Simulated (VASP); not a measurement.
# SnTe (CsCl type) (Pm-3m) in VASP: further runs

The runs below take SnTe (CsCl type) through single point, with PBE.

Program: VASP 6.6.1. These are calculated values, not measurements. Logs are shortened: lines on timing, memory, paths and dates and some standing lists are left out, and cuts for length are marked.

## (1) The cell of the first run

Symmetry: Pm-3m, No. 221, cubic system. Conventional cell: a = 3.594 Å, b = 3.594 Å, c = 3.594 Å, α = 90.00°, β = 90.00°, γ = 90.00°. Within 4.1 Å of Sn (site symmetry m-3m) lie 8 Te at 3.11 Å and 6 Sn at 3.59 Å. Within 4.1 Å of Te (site symmetry m-3m) lie 8 Sn at 3.11 Å and 6 Te at 3.59 Å.

## (2) Single point, PBE

File INCAR:

```
  ALGO = Normal
  EDIFF = 1E-6
  ENCUT = 520
  GGA = PE
  ISIF = 2
  ISMEAR = -1
  LASPH = T
  LCHARG = T
  LELF = T
  LREAL = F
  LVHAR = T
  LWAVE = F
  NBANDS = 17
  NELM = 100
  PREC = Accurate
  SIGMA = 0.1
```

File KPOINTS:

```
k-points
0
Gamma
  13 13 13
```

File POSCAR:

```
SnTe
1.0
    3.5938053108      0.0000000000      0.0000000000
    0.0000000000      3.5938053108      0.0000000000
    0.0000000000      0.0000000000      3.5938053108
Sn Te
1 1
Direct
    0.0000000000      0.0000000000      0.0000000000
    0.5000000000      0.5000000000      0.5000000000
```

Potentials or basis: VASP PAW PBE potentials, release 64 (Sn_d, Te).

Started as:

```sh
$ cat potpaw_PBE.64/Sn_d/POTCAR potpaw_PBE.64/Te/POTCAR > POTCAR
$ mpirun -np 1 vasp_std > vasp.out
```

OUTCAR:

```text
EDIFF = 1E-6
   ENCUT = 520
   GGA = PE
   ISIF = 2
   ISMEAR = -1
   LASPH = T
   LREAL = F
   NELM = 100
   PREC = Accurate

 ion  position               nearest neighbor table
   1  0.000  0.000  0.000-   2 3.11   2 3.11   2 3.11   2 3.11   2 3.11   2 3.11   2 3.11   2 3.11

   2  0.500  0.500  0.500-   1 3.11   1 3.11   1 3.11   1 3.11   1 3.11   1 3.11   1 3.11   1 3.11

  LATTYP: Found a simple cubic cell.
 ALAT       =     3.5938053108

  Lattice vectors:

 A1 = (   3.5938053108,   0.0000000000,   0.0000000000)
 A2 = (   0.0000000000,   3.5938053108,   0.0000000000)
 A3 = (   0.0000000000,   0.0000000000,   3.5938053108)

Analysis of symmetry for initial positions (statically):
=====================================================================
 Subroutine PRICEL returns:
 Original cell was already a primitive cell.

 Routine SETGRP: Setting up the symmetry group for a
 simple cubic supercell.

 Subroutine GETGRP returns: Found 48 space group operations
 (whereof 48 operations were pure point group operations)
 out of a pool of 48 trial point group operations.

The static configuration has the point symmetry O_h .

Analysis of symmetry for dynamics (positions and initial velocities):
=====================================================================
 Subroutine PRICEL returns:
 Original cell was already a primitive cell.

 Routine SETGRP: Setting up the symmetry group for a
 simple cubic supercell.

 Subroutine GETGRP returns: Found 48 space group operations
 (whereof 48 operations were pure point group operations)
 out of a pool of 48 trial point group operations.

The dynamic configuration has the point symmetry O_h .

 Subroutine INISYM returns: Found 48 space group operations
 (whereof 48 operations are pure point group operations),
 and found     1 'primitive' translations

----------------------------------------------------------------------------------------

                                     Primitive cell

  volume of cell :      46.4156

  direct lattice vectors                    reciprocal lattice vectors
     3.593805311  0.000000000  0.000000000     0.278256587  0.000000000  0.000000000
     0.000000000  3.593805311  0.000000000     0.000000000  0.278256587  0.000000000
     0.000000000  0.000000000  3.593805311     0.000000000  0.000000000  0.278256587

  length of vectors
     3.593805311  3.593805311  3.593805311     0.278256587  0.278256587  0.278256587

  position of ions in fractional coordinates (direct lattice)
     0.000000000  0.000000000  0.000000000
     0.500000000  0.500000000  0.500000000

  ion indices of the primitive-cell ions
   primitive index   ion index
                 1           1
                 2           2

----------------------------------------------------------------------------------------

 KPOINTS: k-points

Automatic generation of k-mesh.
 Grid dimensions read from file:
 generate k-points for:   13   13   13

 Generating k-lattice:

  Cartesian coordinates                     Fractional coordinates (reciprocal lattice)
     0.021404353  0.000000000  0.000000000     0.076923077  0.000000000  0.000000000
     0.000000000  0.021404353  0.000000000     0.000000000  0.076923077  0.000000000
     0.000000000  0.000000000  0.021404353     0.000000000  0.000000000  0.076923077

  Length of vectors
     0.021404353  0.021404353  0.021404353

  Shift w.r.t. Gamma in fractional coordinates (k-lattice)
     0.000000000  0.000000000  0.000000000

 Subroutine IBZKPT returns following result:
 ===========================================

 Found     84 irreducible k-points:

 Following reciprocal coordinates:
            Coordinates               Weight
  0.000000  0.000000  0.000000      1.000000
  0.076923  0.000000  0.000000      6.000000
  0.153846  0.000000  0.000000      6.000000
  0.230769  0.000000  0.000000      6.000000
  0.307692  0.000000  0.000000      6.000000
  0.384615  0.000000  0.000000      6.000000
[... 16 lines left out ...]
  0.307692  0.307692  0.000000     12.000000
  0.384615  0.307692  0.000000     24.000000
 [... further k-points ...]
   k-points           NKPTS =     84   k-points in BZ     NKDIM =     84   number of bands    NBANDS=     17
   number of dos      NEDOS =    301   number of ions     NIONS =      2
   total plane-waves  NPLWV =  21952
   dimension x,y,z NGX =    28 NGY =   28 NGZ =   28
   dimension x,y,z NGXF=    56 NGYF=   56 NGZF=   56
   ions per type =               1   1
   NGX,Y,Z   is equivalent  to a cutoff of  12.95, 12.95, 12.95 a.u.
   NGXF,Y,Z  is equivalent  to a cutoff of  25.91, 25.91, 25.91 a.u.
 SYSTEM =  unknown system
   PREC   = accura    normal or accurate (medium, high low for compatibility)
   ISTART =      0    job   : 0-new  1-cont  2-samecut
   ICHARG =      2    charge: 1-file 2-atom 10-const
   ISPIN  =      1    spin polarized calculation?
   LNONCOLLINEAR =      F non collinear calculations
   LSORBIT =      F    spin-orbit coupling
   LASPH  =      T    aspherical Exc in radial PAW
   ENCUT  =  520.0 eV  38.22 Ry    6.18 a.u.   6.68  6.68  6.68*2*pi/ulx,y,z
   NELM   =    100;   NELMIN=  2; NELMDL= -5     # of ELM steps
   EDIFF  = 0.1E-05   stopping-criterion for ELM
   LREAL  =      F    real-space projection
   EDIFFG = 0.1E-04   stopping-criterion for IOM
   NSW    =      0    number of steps for IOM
   IBRION =     -1    ionic relax: 0-MD 1-quasi-New 2-CG
   NFREE  =      0    steps in history (QN), initial steepest desc. (CG)
   ISIF   =      2    stress and relaxation
   ISYM   =      2    0-nonsym 1-usesym 2-fastsym
   POTIM  = 0.5000    time-step for ionic-motion
   TEBEG  =    0.0;   TEEND  =   0.0 temperature during run
   PSTRESS=    0.0 pullay stress
   NELECT =      20.0000    total number of electrons
   NUPDOWN=      -1.0000    fix difference up-down
   EMIN   =  10.00;   EMAX   =-10.00  energy-range for DOS
   EFERMI =   0.00;   METHOD = LEGACY
   ISMEAR =    -1;   SIGMA  =   0.10  broadening in eV -4-tet -1-fermi 0-gaus
   EFERMI_NEDOS =   21; number of points for ismear=-14 and -15
   IALGO  =     38    algorithm
   IMIX   =      4    mixing-type and parameters
     AMIX     =   0.40;   BMIX     =  1.00
     AMIX_MAG =   1.60;   BMIX_MAG =  1.00
  volume/ion in A,a.u.               =      23.21       156.61
  Fermi-wavevector in a.u.,A,eV,Ry     =   1.236508  2.336661 20.802657  1.528952
  Thomas-Fermi vector in A             =   2.371114
   LORBIT       =      0    0 simple, 1 ext, 2 COOP (PROOUT), +10 PAW based schemes
   GGA     = PE    functional components
   LHFCALC =     F    Hartree Fock is set to
   AEXX    =    0.0000 exact exchange contribution
   IVDW    =     0    specifies the selected vdW correction
   LEPSILON=     F    determine dielectric tensor
   LRPA    =     F    only Hartree local field effects (RPA)
 non-spin polarized calculation
  energy-cutoff  :      520.00
  volume of cell :       46.42
 maximum number of plane-waves:      1273
 NGX is ok and might be reduce to    28
   NGX = 13   NGY = 13   NGZ = 13

 number of electron      19.9999998 magnetization

 Free energy of the ion-electron system (eV)
  ---------------------------------------------------
  ext. energy  EPLUGINS =         0.00000000
  ---------------------------------------------------
  free energy    TOTEN  =        -6.58295756 eV

  energy without entropy =       -6.55245590  energy(sigma->0) =       -6.56770673

 E-fermi :  10.5512     XC(G=0): -11.0513

 val. band max:       10.4708188943   @ k =   0.4615   0.4615   0.0769
 cond. band min:      10.5528577217   @ k =   0.2308   0.0769   0.0769
 fundamental gap:      0.0820388274
 Fermi energy:        10.5512360936

 k-point     1 :       0.0000    0.0000    0.0000
  band No.  band energies     occupation
      1     -11.2276      2.00000
      2     -11.2276      2.00000
      3     -11.1434      2.00000
      4     -11.1434      2.00000
      5     -11.1434      2.00000
      6      -3.8414      2.00000
[... 9 lines left out ...]
     16      22.3979      0.00000
     17      22.3982      0.00000

 k-point     2 :       0.0769    0.0000    0.0000
  band No.  band energies     occupation
      1     -11.2274      2.00000
      2     -11.2230      2.00000
      3     -11.1452      2.00000
      4     -11.1452      2.00000
      5     -11.1433      2.00000
      6      -3.7774      2.00000
[... 9 lines left out ...]
     16      21.7990      0.00000
     17      21.8113      0.00000

 k-point     3 :       0.1538    0.0000    0.0000
  band No.  band energies     occupation
      1     -11.2267      2.00000
      2     -11.2104      2.00000
      3     -11.1501      2.00000
      4     -11.1501      2.00000
      5     -11.1430      2.00000
      6      -3.5871      2.00000
[... 9 lines left out ...]
     16      20.5605      0.00000
     17      21.6140      0.00000

 k-point     4 :       0.2308    0.0000    0.0000
  band No.  band energies     occupation
      1     -11.2257      2.00000
      2     -11.1926      2.00000
      3     -11.1569      2.00000
      4     -11.1569      2.00000
      5     -11.1426      2.00000
      6      -3.2781      2.00000
[... 9 lines left out ...]
     16      19.3619      0.00000
     17      21.8147      0.00000

 k-point     5 :       0.3077    0.0000    0.0000
  band No.  band energies     occupation
      1     -11.2248      2.00000
      2     -11.1737      2.00000
      3     -11.1642      2.00000
      4     -11.1642      2.00000
      5     -11.1422      2.00000
      6      -2.8698      2.00000
[... 9 lines left out ...]
     16      18.9233      0.00000
     17      22.2765      0.00000

 k-point     6 :       0.3846    0.0000    0.0000
  band No.  band energies     occupation
      1     -11.2239      2.00000
      2     -11.1703      2.00000
      3     -11.1703      2.00000
      4     -11.1580      2.00000
      5     -11.1419      2.00000
      6      -2.4139      2.00000
[... 9 lines left out ...]
     16      21.0391      0.00000
     17      22.9984      0.00000

 k-point     7 :       0.4615    0.0000    0.0000
  band No.  band energies     occupation
      1     -11.2234      2.00000
      2     -11.1736      2.00000
      3     -11.1736      2.00000
      4     -11.1492      2.00000
      5     -11.1417      2.00000
      6      -2.0551      2.00000
[... 9 lines left out ...]
     16      23.2257      0.00000
     17      23.2612      0.00000

 k-point     8 :       0.0769    0.0769    0.0000
  band No.  band energies     occupation
      1     -11.2250      2.00000
      2     -11.2206      2.00000
      3     -11.1470      2.00000
      4     -11.1454      2.00000
      5     -11.1447      2.00000
      6      -3.7133      2.00000
[... 9 lines left out ...]
     16      21.1266      0.00000
     17      21.2163      0.00000
[... 203 lines left out ...]
      1     -11.2078      2.00000
      2     -11.1747      2.00000
      3     -11.1729      2.00000
      4     -11.1565      2.00000
      5     -11.1538      2.00000
      6      -2.7189      2.00000
[... 9 lines left out ...]
     16      19.2895      0.00000
     17      19.3097      0.00000

 k-point    20 :       0.3077    0.2308    0.0000
  band No.  band energies     occupation
      1     -11.2039      2.00000
      2     -11.1842      2.00000
      3     -11.1621      2.00000
      4     -11.1564      2.00000
      5     -11.1539      2.00000
      6      -2.3182      2.00000
[... 9 lines left out ...]
     16      19.2243      0.00000
     17      19.5365      0.00000

 k-point    21 :       0.3846    0.2308    0.0000
  band No.  band energies     occupation
      1     -11.2017      2.00000
      2     -11.1921      2.00000
      3     -11.1674      2.00000
      4     -11.1533      2.00000
      5     -11.1416      2.00000
      6      -1.8782      2.00000
[... 9 lines left out ...]
     16      19.4850      0.00000
     17      21.1141      0.00000

 k-point    22 :       0.4615    0.2308    0.0000
  band No.  band energies     occupation
      1     -11.2007      2.00000
      2     -11.1966      2.00000
      3     -11.1705      2.00000
      4     -11.1529      2.00000
      5     -11.1330      2.00000
      6      -1.5410      2.00000
[... 9 lines left out ...]
     16      19.8156      0.00000
     17      20.8891      0.00000

 k-point    23 :       0.3077    0.3077    0.0000
  band No.  band energies     occupation
      1     -11.1979      2.00000
      2     -11.1944      2.00000
      3     -11.1618      2.00000
      4     -11.1593      2.00000
      5     -11.1422      2.00000
      6      -1.9280      2.00000
[... 9 lines left out ...]
     16      19.3185      0.00000
     17      20.3341      0.00000

 k-point    24 :       0.3846    0.3077    0.0000
  band No.  band energies     occupation
      1     -11.2039      2.00000
      2     -11.1936      2.00000
      3     -11.1660      2.00000
      4     -11.1594      2.00000
      5     -11.1286      2.00000
      6      -1.5069      2.00000
[... 9 lines left out ...]
     16      19.8023      0.00000
     17      20.5360      0.00000

 [... further k-points ...]

------------------------ aborting loop because EDIFF is reached ----------------------------------------

  FORCE on cell =-STRESS in cart. coord.  units (eV):
  Direction    XX          YY          ZZ          XY          YZ          ZX
  --------------------------------------------------------------------------------------
  -------------------------------------------------------------------------------------
  Total        4.9148197      4.9148197      4.9148197      0.0000000     -0.0000000     -0.0000000
  in kB      169.6502635    169.6502635    169.6502635      0.0000000     -0.0000000     -0.0000000
  external PRESSURE =     169.6502635 kB  Pullay stress =       0.0000000 kB

 VOLUME and BASIS-vectors are now :
 -----------------------------------------------------------------------------
  energy-cutoff  :      520.00
  volume of cell :       46.42
      direct lattice vectors                 reciprocal lattice vectors
     3.593805311  0.000000000  0.000000000     0.278256587  0.000000000  0.000000000
     0.000000000  3.593805311  0.000000000     0.000000000  0.278256587  0.000000000
     0.000000000  0.000000000  3.593805311     0.000000000  0.000000000  0.278256587

 POSITION                                       TOTAL-FORCE (eV/Angst)
 -----------------------------------------------------------------------------------
      0.00000      0.00000      0.00000         0.000000      0.000000      0.000000
      1.79690      1.79690      1.79690         0.000000      0.000000      0.000000
 -----------------------------------------------------------------------------------
    total drift:                               -0.000000      0.000000     -0.000000

  FREE ENERGIE OF THE ION-ELECTRON SYSTEM (eV)
  ---------------------------------------------------
  free  energy   TOTEN  =        -6.5829575588 eV

  energy  without entropy=       -6.5524559018  energy(sigma->0) =       -6.56770673
```

Wall time 41 s (1 thread of Intel Xeon Platinum 8259CL at 2.50GHz (Skylake/Cascade Lake), shared host); peak memory 0.2 GiB.

What came out:

```yaml
Free_energy: -6.5830 eV
Pressure: 17.0 GPa
Band_gap_on_the_k_mesh: zero (band 10 reaches 11.52 eV, above the bottom of band 11 at 8.40 eV)
```

Levels at points of the mesh, in eV from the Fermi level:
```csv
k point,band 7,band 8,band 9,band 10,band 11,band 12,band 13,band 14
"(0.00, 0.00, 0.00)",-4.47,-2.49,-2.49,-2.49,2.89,2.89,7.13,7.13
```

Caveat: spin-orbit coupling is left out, which moves the levels of the heavy elements.

## (3) Single point, PBE

File INCAR:

```
SYSTEM = SnTe
PREC = Accurate
ENCUT = 520
EDIFF = 1E-7
ISMEAR = -1
SIGMA = 0.1
LREAL = .FALSE.
LASPH = .TRUE.
NELM = 100
ALGO = Normal
ISIF = 2
LWAVE = .FALSE.
LCHARG = .FALSE.
GGA = PE
NBANDS = 17
```

File KPOINTS:

```
Automatic mesh
0
G
  13 13 13
  0 0 0
```

POSCAR is that of step 2.

Potentials or basis: VASP PAW PBE potentials, release 64 (Sn_d, Te).

Started as:

```sh
$ cat potpaw_PBE.64/Sn_d/POTCAR potpaw_PBE.64/Te/POTCAR > POTCAR
$ mpirun -np 1 vasp_std > vasp.out
```

OUTCAR:

```text
SYSTEM = SnTe
   PREC = Accurate
   ENCUT = 520
   EDIFF = 1E-7
   ISMEAR = -1
   LREAL = .FALSE.
   LASPH = .TRUE.
   NELM = 100
   ISIF = 2
   GGA = PE

 ion  position               nearest neighbor table
   1  0.000  0.000  0.000-   2 3.11   2 3.11   2 3.11   2 3.11   2 3.11   2 3.11   2 3.11   2 3.11

   2  0.500  0.500  0.500-   1 3.11   1 3.11   1 3.11   1 3.11   1 3.11   1 3.11   1 3.11   1 3.11

  LATTYP: Found a simple cubic cell.
 ALAT       =     3.5938053108

  Lattice vectors:

[... 192 lines left out ...]
      6      -3.8414      2.00000
[... 457 lines left out ...]
      4     -11.1597      2.00000
      5     -11.1290      2.00000
      6      -1.5068      2.00000
[... 9 lines left out ...]
     16      19.8022      0.00000
     17      20.5360      0.00000

 [... further k-points ...]
[... 5 lines left out ...]
  --------------------------------------------------------------------------------------
  -------------------------------------------------------------------------------------
  Total        4.9198843      4.9198843      4.9198843      0.0000000      0.0000000      0.0000000
  in kB      169.8250826    169.8250826    169.8250826      0.0000000      0.0000000      0.0000000
  external PRESSURE =     169.8250826 kB  Pullay stress =       0.0000000 kB

 VOLUME and BASIS-vectors are now :
 -----------------------------------------------------------------------------
  energy-cutoff  :      520.00
  volume of cell :       46.42
      direct lattice vectors                 reciprocal lattice vectors
     3.593805311  0.000000000  0.000000000     0.278256587  0.000000000  0.000000000
     0.000000000  3.593805311  0.000000000     0.000000000  0.278256587  0.000000000
     0.000000000  0.000000000  3.593805311     0.000000000  0.000000000  0.278256587

 POSITION                                       TOTAL-FORCE (eV/Angst)
 -----------------------------------------------------------------------------------
      0.00000      0.00000      0.00000         0.000000      0.000000      0.000000
      1.79690      1.79690      1.79690         0.000000      0.000000      0.000000
 -----------------------------------------------------------------------------------
    total drift:                               -0.000000      0.000000     -0.000000

  FREE ENERGIE OF THE ION-ELECTRON SYSTEM (eV)
  ---------------------------------------------------
  free  energy   TOTEN  =        -6.5829572504 eV

  energy  without entropy=       -6.5524535529  energy(sigma->0) =       -6.56770540
```

It took 46 s on 1 thread of Intel Xeon Platinum 8259CL at 2.50GHz (Skylake/Cascade Lake), shared host; peak memory 0.21 GiB.

What came out:

* Free energy: -6.5830 eV
* Pressure: 17.0 GPa
* Band gap on the k mesh: zero (band 10 reaches 11.52 eV, above the bottom of band 11 at 8.40 eV)

Caveat: spin-orbit coupling is left out, which moves the levels of the heavy elements.
